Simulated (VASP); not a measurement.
# TaN (R-3m) in VASP: further runs

TaN is run at these levels: PBEsol; tasks: single point.

Everything below comes from runs of VASP 6.6.1. Logs are shortened: lines on timing, memory, paths and dates and some standing lists are left out, and cuts for length are marked.

## 1. The cell of the first run

The structure is trigonal, space group R-3m (No. 166). The conventional cell has a = 3.287 Å, b = 3.287 Å, c = 6.712 Å, α = 90.00°, β = 90.00°, γ = 120.00°. Ta (site symmetry -3m) has 6 N at 2.20 Å and 6 Ta at 2.93 Å within 3.0 Å. N (site symmetry -3m) has 6 Ta at 2.20 Å and 6 N at 2.93 Å within 3.0 Å.

## 2. Single point, PBEsol (10.47 Å³/atom)

The input, INCAR:

```
SYSTEM = TaN
PREC = Accurate
ENCUT = 700
EDIFF = 1E-6
ISMEAR = 0
SIGMA = 0.15
LREAL = .FALSE.
LASPH = .TRUE.
NELM = 120
ALGO = Normal
ISIF = 2
LWAVE = .FALSE.
LCHARG = .FALSE.
GGA = PS
NBANDS = 16
GGA_COMPAT = .FALSE.
```

The input, KPOINTS:

```
Automatic mesh
0
G
  20 20 20
  0 0 0
```

The input, POSCAR:

```
TaN
1.0
   -0.2578376691      2.0664201652      2.0664201652
    2.0664201652     -0.2578376691      2.0664201652
    2.0664201652      2.0664201652     -0.2578376691
Ta N
1 1
Direct
    0.5000000000      0.5000000000      0.5000000000
    0.0000000000      0.0000000000      0.0000000000
```

Potentials or basis: VASP PAW PBE potentials, release 64 (Ta_sv_GW, N).

Command:

```console
$ cat potpaw_PBE.64/Ta_sv_GW/POTCAR potpaw_PBE.64/N/POTCAR > POTCAR
$ mpirun -np 1 vasp_std > vasp.out
```

OUTCAR:

```text
SYSTEM = TaN
   PREC = Accurate
   ENCUT = 700
   EDIFF = 1E-6
   ISMEAR = 0
   LREAL = .FALSE.
   LASPH = .TRUE.
   NELM = 120
   ISIF = 2
   GGA = PS

 ion  position               nearest neighbor table
   1  0.500  0.500  0.500-   2 2.20   2 2.20   2 2.20   2 2.20   2 2.20   2 2.20
   2  0.000  0.000  0.000-   1 2.20   1 2.20   1 2.20   1 2.20   1 2.20   1 2.20

  LATTYP: Found a trigonal (rhomboedric) cell.
 ALAT       =     2.9337117892
 COS(alpha) =     0.3723266135

  Lattice vectors:

 A1 = (  -0.2578376691,   2.0664201652,   2.0664201652)
 A2 = (   2.0664201652,  -0.2578376691,   2.0664201652)
 A3 = (   2.0664201652,   2.0664201652,  -0.2578376691)

Analysis of symmetry for initial positions (statically):
=====================================================================
 Subroutine PRICEL returns:
 Original cell was already a primitive cell.

 Routine SETGRP: Setting up the symmetry group for a
 trigonal (rhombohedral) supercell.

 Subroutine GETGRP returns: Found 12 space group operations
 (whereof 12 operations were pure point group operations)
 out of a pool of 12 trial point group operations.

The static configuration has the point symmetry D_3d.

Analysis of symmetry for dynamics (positions and initial velocities):
=====================================================================
 Subroutine PRICEL returns:
 Original cell was already a primitive cell.

 Routine SETGRP: Setting up the symmetry group for a
 trigonal (rhombohedral) supercell.

 Subroutine GETGRP returns: Found 12 space group operations
 (whereof 12 operations were pure point group operations)
 out of a pool of 12 trial point group operations.

The dynamic configuration has the point symmetry D_3d.

 Subroutine INISYM returns: Found 12 space group operations
 (whereof 12 operations are pure point group operations),
 and found     1 'primitive' translations

----------------------------------------------------------------------------------------

                                     Primitive cell

  volume of cell :      20.9334

  direct lattice vectors                    reciprocal lattice vectors
    -0.257837669  2.066420165  2.066420165    -0.200808464  0.229436402  0.229436402
     2.066420165 -0.257837669  2.066420165     0.229436402 -0.200808464  0.229436402
     2.066420165  2.066420165 -0.257837669     0.229436402  0.229436402 -0.200808464

  length of vectors
     2.933711789  2.933711789  2.933711789     0.381583758  0.381583758  0.381583758

  position of ions in fractional coordinates (direct lattice)
     0.500000000  0.500000000  0.500000000
     0.000000000  0.000000000  0.000000000

[... 79 lines left out ...]
   NSW    =      0    number of steps for IOM
   IBRION =     -1    ionic relax: 0-MD 1-quasi-New 2-CG
   NFREE  =      0    steps in history (QN), initial steepest desc. (CG)
   ISIF   =      2    stress and relaxation
   ISYM   =      2    0-nonsym 1-usesym 2-fastsym
   POTIM  = 0.5000    time-step for ionic-motion
   TEBEG  =    0.0;   TEEND  =   0.0 temperature during run
   PSTRESS=    0.0 pullay stress
   NELECT =      18.0000    total number of electrons
   NUPDOWN=      -1.0000    fix difference up-down
   EMIN   =  10.00;   EMAX   =-10.00  energy-range for DOS
   EFERMI =   0.00;   METHOD = LEGACY
   ISMEAR =     0;   SIGMA  =   0.15  broadening in eV -4-tet -1-fermi 0-gaus
   EFERMI_NEDOS =   21; number of points for ismear=-14 and -15
   IALGO  =     38    algorithm
   IMIX   =      4    mixing-type and parameters
     AMIX     =   0.40;   BMIX     =  1.00
     AMIX_MAG =   1.60;   BMIX_MAG =  1.00
  volume/ion in A,a.u.               =      10.47        70.63
  Fermi-wavevector in a.u.,A,eV,Ry     =   1.556750  2.941830 32.973307  2.423470
  Thomas-Fermi vector in A             =   2.660500
   LORBIT       =      0    0 simple, 1 ext, 2 COOP (PROOUT), +10 PAW based schemes
   GGA     = PS    functional components
   LHFCALC =     F    Hartree Fock is set to
   AEXX    =    0.0000 exact exchange contribution
   IVDW    =     0    specifies the selected vdW correction
   LEPSILON=     F    determine dielectric tensor
   LRPA    =     F    only Hartree local field effects (RPA)
 non-spin polarized calculation
 Gauss-broadening in eV      SIGMA  =   0.15
  energy-cutoff  :      700.00
  volume of cell :       20.93
 maximum number of plane-waves:       894
 NGX is ok and might be reduce to    28
   NGX = 13   NGY = 13   NGZ = 13

 number of electron      18.0000000 magnetization

 Free energy of the ion-electron system (eV)
  ---------------------------------------------------
  ext. energy  EPLUGINS =         0.00000000
  ---------------------------------------------------
  free energy    TOTEN  =       -25.52319955 eV

  energy without entropy =      -25.51304516  energy(sigma->0) =      -25.51812235

 E-fermi :  13.6017     XC(G=0): -14.0557

 val. band max:       13.6011712589   @ k =  -0.2500   0.1500   0.0500
 cond. band min:      13.6018767196   @ k =  -0.4500   0.3000   0.2500
 fundamental gap:      0.0007054607
 Fermi energy:        13.6017270134

 k-point     1 :       0.0000    0.0000    0.0000
  band No.  band energies     occupation
      1     -55.6593      2.00000
      2     -21.8859      2.00000
      3     -21.8859      2.00000
      4     -21.6251      2.00000
      5      -4.9689      2.00000
      6       9.9598      2.00000
[... 433 lines left out ...]
      3     -21.8952      2.00000
      4     -21.7467      2.00000
      5      -2.6194      2.00000
      6       4.3527      2.00000
[... 8 lines left out ...]
     15      24.9102      0.00000
     16      26.2074      0.00000

 [... further k-points ...]

------------------------ aborting loop because EDIFF is reached ----------------------------------------

  FORCE on cell =-STRESS in cart. coord.  units (eV):
  Direction    XX          YY          ZZ          XY          YZ          ZX
  --------------------------------------------------------------------------------------
  -------------------------------------------------------------------------------------
  Total        0.1250195      0.1250195      0.1250195      1.4367258      1.4367258      1.4367258
  in kB        9.5685838      9.5685838      9.5685838    109.9623147    109.9623147    109.9623147
  external PRESSURE =       9.5685838 kB  Pullay stress =       0.0000000 kB

 VOLUME and BASIS-vectors are now :
 -----------------------------------------------------------------------------
  energy-cutoff  :      700.00
  volume of cell :       20.93
      direct lattice vectors                 reciprocal lattice vectors
    -0.257837669  2.066420165  2.066420165    -0.200808464  0.229436402  0.229436402
     2.066420165 -0.257837669  2.066420165     0.229436402 -0.200808464  0.229436402
     2.066420165  2.066420165 -0.257837669     0.229436402  0.229436402 -0.200808464

 POSITION                                       TOTAL-FORCE (eV/Angst)
 -----------------------------------------------------------------------------------
      1.93750      1.93750      1.93750        -0.000000     -0.000000      0.000000
      0.00000      0.00000      0.00000         0.000000      0.000000     -0.000000
 -----------------------------------------------------------------------------------
    total drift:                                0.000000      0.000000      0.000000

  FREE ENERGIE OF THE ION-ELECTRON SYSTEM (eV)
  ---------------------------------------------------
  free  energy   TOTEN  =       -25.5231995455 eV

  energy  without entropy=      -25.5130451596  energy(sigma->0) =      -25.51812235
```

OSZICAR:

```text
N       E                     dE             d eps       ncg     rms          rms(c)
DAV:   1     0.131875029570E+03    0.13188E+03   -0.13342E+04 25080   0.146E+03
DAV:   2    -0.235156259945E+02   -0.15539E+03   -0.14925E+03 36688   0.373E+02
DAV:   3    -0.293265104937E+02   -0.58109E+01   -0.57976E+01 29632   0.651E+01
DAV:   4    -0.294662586314E+02   -0.13975E+00   -0.13974E+00 35488   0.706E+00
DAV:   5    -0.294692489841E+02   -0.29904E-02   -0.29903E-02 30256   0.724E-01    0.524E+01
DAV:   6    -0.256854110862E+02    0.37838E+01   -0.81668E+00 31104   0.263E+01    0.528E+01
DAV:   7    -0.255775672659E+02    0.10784E+00   -0.48798E-01 26416   0.597E+00    0.254E+01
DAV:   8    -0.255246635472E+02    0.52904E-01   -0.13636E-01 31848   0.303E+00    0.276E+00
DAV:   9    -0.255233044660E+02    0.13591E-02   -0.45424E-03 31960   0.645E-01    0.664E-01
DAV:  10    -0.255232077580E+02    0.96708E-04   -0.13562E-03 26600   0.378E-01    0.964E-02
DAV:  11    -0.255232056114E+02    0.21466E-05   -0.79826E-05 29024   0.956E-02    0.154E-01
DAV:  12    -0.255231993675E+02    0.62439E-05   -0.11600E-05 32344   0.354E-02    0.458E-03
DAV:  13    -0.255231995455E+02   -0.17807E-06   -0.13001E-06 20648   0.874E-03
   1 F= -.25523200E+02 E0= -.25518122E+02  d E =-.101544E-01
```

Wall time 6 min (1 thread of AMD EPYC 7R43 (Zen 3), shared host); peak memory 0.5 GiB.

What came out:

```
Free energy            : -25.5232 eV
Pressure               : 1.0 GPa
Band gap on the k mesh : zero (bands 9 and 10 overlap by 5.80 eV)
```

Stress tensor (GPa, compression positive):
```
 0.96 11.00 11.00
11.00  0.96 11.00
11.00 11.00  0.96
```

Caveat: the PAW data sets were made with another functional, which shifts forces and pressure a little; spin-orbit coupling is left out, which moves the levels of the heavy elements.

## 3. Single point, PBEsol (10.75 Å³/atom)

This run uses another cell than the first one, of 10.75 Å³/atom.

The input, INCAR:

```
  PREC = Accurate
  ENCUT = 700
  EDIFF = 1E-6
  ISMEAR = 0
  SIGMA = 0.15
  LREAL = False
  LASPH = True
  NELM = 120
  ALGO = Normal
  ISIF = 2
  LWAVE = False
  LCHARG = False
  GGA = PS
  NBANDS = 16
  GGA_COMPAT = False
```

The input, KPOINTS:

```
Automatic mesh
0
Gamma
  20 20 20
```

The input, POSCAR:

```
TaN
1.0
   -0.2601108328      2.0846382613      2.0846382613
    2.0846382613     -0.2601108328      2.0846382613
    2.0846382613      2.0846382613     -0.2601108328
Ta N
1 1
Direct
    0.5000000000      0.5000000000      0.5000000000
    0.0000000000      0.0000000000      0.0000000000
```

Potentials or basis: VASP PAW PBE potentials, release 64 (Ta_sv_GW, N).

Command:

```console
$ cat potpaw_PBE.64/Ta_sv_GW/POTCAR potpaw_PBE.64/N/POTCAR > POTCAR
$ mpirun -np 1 vasp_std > vasp.out
```

It took 2.6 min on 1 thread of Intel Xeon 6975P-C (Granite Rapids), shared host; peak memory 0.55 GiB.

The run converged. Its results:

```
Free energy            : -25.5122 eV
Pressure               : -7.8 GPa
Band gap on the k mesh : zero (bands 9 and 10 overlap by 5.60 eV)
```

Stress tensor (GPa, compression positive):
```
-7.84 10.68 10.68
10.68 -7.84 10.68
10.68 10.68 -7.84
```

Levels at points of the mesh, in eV from the Fermi level:
| k point | band 5 | band 6 | band 7 | band 8 | band 9 | band 10 | band 11 | band 12 | band 13 | band 14 |
| --- | --- | --- | --- | --- | --- | --- | --- | --- | --- | --- |
| (0.00, 0.00, 0.00) | -18.35 | -3.57 | -3.57 | -2.95 | -2.95 | -2.76 | -0.64 | 0.74 | 0.74 | 2.92 |
| (0.50, 0.00, 0.00) | -15.47 | -10.03 | -7.42 | -5.70 | 0.31 | 0.60 | 4.51 | 4.53 | 6.81 | 7.56 |
| (0.50, 0.50, 0.00) | -16.96 | -6.33 | -5.12 | -4.75 | -3.58 | 1.86 | 2.55 | 4.33 | 4.44 | 8.03 |
| (0.50, 0.50, 0.50) | -14.95 | -9.75 | -8.10 | -8.10 | 2.77 | 3.41 | 3.41 | 3.73 | 8.25 | 8.25 |

Caveat: the cell stands under tension; the PAW data sets were made with another functional, which shifts forces and pressure a little; spin-orbit coupling is left out, which moves the levels of the heavy elements.

## 4. Single point, PBEsol (9.91 Å³/atom)

This run uses another cell than the first one, of 9.91 Å³/atom.

The input, INCAR:

```
SYSTEM = TaN
PREC = Accurate ; ENCUT = 700
EDIFF = 1E-6 ; ISMEAR = 0
SIGMA = 0.15 ; LREAL = .FALSE.
LASPH = .TRUE. ; NELM = 120
ALGO = Normal ; ISIF = 2
LWAVE = .FALSE. ; LCHARG = .FALSE.
GGA = PS ; NBANDS = 16
GGA_COMPAT = .FALSE.
```

The input, KPOINTS:

```
Automatic mesh
0
G
  20 20 20
  0 0 0
```

The input, POSCAR:

```
TaN
1.0
    0.1773900012      2.2400644333      2.2400644333
    2.2400644333      0.1773900012      2.2400644333
    2.2400644333      2.2400644333      0.1773900012
Ta N
1 1
Direct
    0.5000000000      0.5000000000      0.5000000000
    0.0000000000      0.0000000000      0.0000000000
```

Command:

```console
$ cat potpaw_PBE.64/Ta_sv_GW/POTCAR potpaw_PBE.64/N/POTCAR > POTCAR
$ mpirun -np 1 vasp_std > vasp.out
```

Wall time 3.8 min (1 thread of Intel Xeon Platinum 8488C (Sapphire Rapids), shared host); peak memory 0.52 GiB.

Results (log left out):

```yaml
Free_energy: -25.6060 eV
Pressure: 23.2 GPa
Band_gap_on_the_k_mesh: zero (bands 9 and 10 overlap by 3.18 eV)
```

Stress tensor (GPa, compression positive):
```
23.22 -5.39 -5.39
-5.39 23.22 -5.39
-5.39 -5.39 23.22
```

Levels at points of the mesh, in eV from the Fermi level:
```csv
k point,band 6,band 7,band 8,band 9,band 10,band 11,band 12,band 13
"(0.00, 0.00, 0.00)",-4.22,-3.59,-3.41,-3.41,-1.62,-1.62,0.53,0.53
"(0.50, 0.00, 0.00)",-10.72,-8.68,-7.38,0.32,3.63,3.89,4.20,8.41
"(0.50, 0.50, 0.00)",-6.60,-5.83,-4.77,-4.16,2.28,3.60,4.58,5.21
"(0.50, 0.50, 0.50)",-10.83,-6.99,-6.99,1.56,1.68,1.68,4.81,7.64
```

Caveat: the cell stands under pressure; the PAW data sets were made with another functional, which shifts forces and pressure a little; spin-orbit coupling is left out, which moves the levels of the heavy elements.

## 5. Single point, PBEsol (10.75 Å³/atom)

This run uses another cell than the first one, of 10.75 Å³/atom.

The input, INCAR:

```
SYSTEM = TaN
ALGO = Normal ; EDIFF = 1E-6
ENCUT = 700 ; GGA = PS
GGA_COMPAT = .FALSE. ; ISIF = 2
ISMEAR = 0 ; LASPH = .TRUE.
LCHARG = .FALSE. ; LREAL = .FALSE.
LWAVE = .FALSE. ; NBANDS = 16
NELM = 120 ; PREC = Accurate
SIGMA = 0.15
```

The input, KPOINTS:

```
k-points
0
G
  20 20 20
  0 0 0
```

The input, POSCAR:

```
TaN
1.0
    0.2763584433      2.3532004517      2.3532004517
    2.3532004517      0.2763584433      2.3532004517
    2.3532004517      2.3532004517      0.2763584433
Ta N
1 1
Direct
    0.5000000000      0.5000000000      0.5000000000
    0.0000000000      0.0000000000      0.0000000000
```

Command:

```console
$ cat potpaw_PBE.64/Ta_sv_GW/POTCAR potpaw_PBE.64/N/POTCAR > POTCAR
$ mpirun -np 1 vasp_std > vasp.out
```

Wall time 8.6 min (1 thread of AMD EPYC 7R43 (Zen 3), shared host); peak memory 0.53 GiB.

The run converged. Its results:

```
Free energy            : -25.5934 eV
Pressure               : -7.2 GPa
Band gap on the k mesh : zero (bands 9 and 10 overlap by 2.14 eV)
```

Stress tensor (GPa, compression positive):
```
-7.20 -6.18 -6.18
-6.18 -7.20 -6.18
-6.18 -6.18 -7.20
```

Levels at points of the mesh, in eV from the Fermi level:
| k point | band 5 | band 6 | band 7 | band 8 | band 9 | band 10 | band 11 | band 12 | band 13 | band 14 |
| --- | --- | --- | --- | --- | --- | --- | --- | --- | --- | --- |
| (0.00, 0.00, 0.00) | -18.12 | -3.88 | -3.66 | -2.60 | -2.60 | -1.06 | -1.06 | 1.09 | 1.09 | 2.70 |
| (0.50, 0.00, 0.00) | -14.95 | -9.64 | -7.97 | -6.14 | -0.31 | 4.06 | 4.25 | 4.45 | 7.67 | 8.23 |
| (0.50, 0.50, 0.00) | -16.70 | -6.15 | -5.04 | -4.34 | -3.42 | 2.16 | 3.01 | 4.27 | 4.69 | 8.36 |
| (0.50, 0.50, 0.50) | -15.54 | -9.95 | -5.65 | -5.65 | 1.08 | 1.55 | 1.55 | 5.31 | 6.71 | 6.71 |

Caveat: the cell stands under tension; the PAW data sets were made with another functional, which shifts forces and pressure a little; spin-orbit coupling is left out, which moves the levels of the heavy elements.

## 6. Overview

```tsv
cell	gap on the mesh (eV)	pressure (GPa)
a = 2.934 Å, angles 68.1°, 2 atoms	none	1.0
a = 2.960 Å, angles 68.1°, 2 atoms	none	-7.8
a = 3.173 Å, angles 54.7°, 2 atoms	none	23.2
a = 3.339 Å, angles 52.2°, 2 atoms	none	-7.2
```

Alike in all rows: task single point; level PBEsol; potentials or basis VASP PAW PBE potentials, release 64 (Ta_sv_GW, N); no spin polarisation; k mesh 20 × 20 × 20; cutoff (eV) 700; smearing gaussian 0.15 eV.

Caveats: the PAW data sets were made with another functional, which shifts forces and pressure a little; spin-orbit coupling is left out, which moves the levels of the heavy elements; the cell stands under tension (at least some runs); the cell stands under pressure (at least some runs).

Total energies depend on the potentials used, so only differences within one code and one set of settings carry meaning.
